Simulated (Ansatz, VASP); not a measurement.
Two plane-wave programs on Ta

```
Ta
1.0
     2.88661    0.00000    0.00000
    -1.44330    2.49987    0.00000
     0.00000    0.00000    2.73885
Ta
1
Direct
  0.00000 0.00000 0.00000
```

Alike in both runs: functional PBE; k mesh 24 × 24 × 20; occupations gaussian, width 0.1 eV; no spin polarisation.

Ansatz relaxed the structure, and its values are those at the end. VASP's run is a single point on that final structure, the one shown.

```csv
,VASP,Ansatz
version,VASP 6.6.1,Ansatz 0.2.0
potentials or method,"VASP PAW PBE potentials, release 64 (Ta_pv), cutoff 520 eV","scalar-relativistic, plane waves, PAW"
valence electrons in the cell,11,13
```

|  | VASP | Ansatz | Ansatz less VASP |
| --- | --- | --- | --- |
| gap on the k mesh at the Fermi level (eV) | none | none | - |
| pressure (GPa) | 0.1 | 0.0 | -0.11 |

A gap of «none» marks a metal or a gap that the smearing closes. With one functional, cell and mesh, what is left measures potentials, basis and numerics. VASP's potentials hold 11 valence electrons a cell and Ansatz's 13, so a difference there can come from the potentials and not from the codes.

Spin-orbit coupling is off throughout.
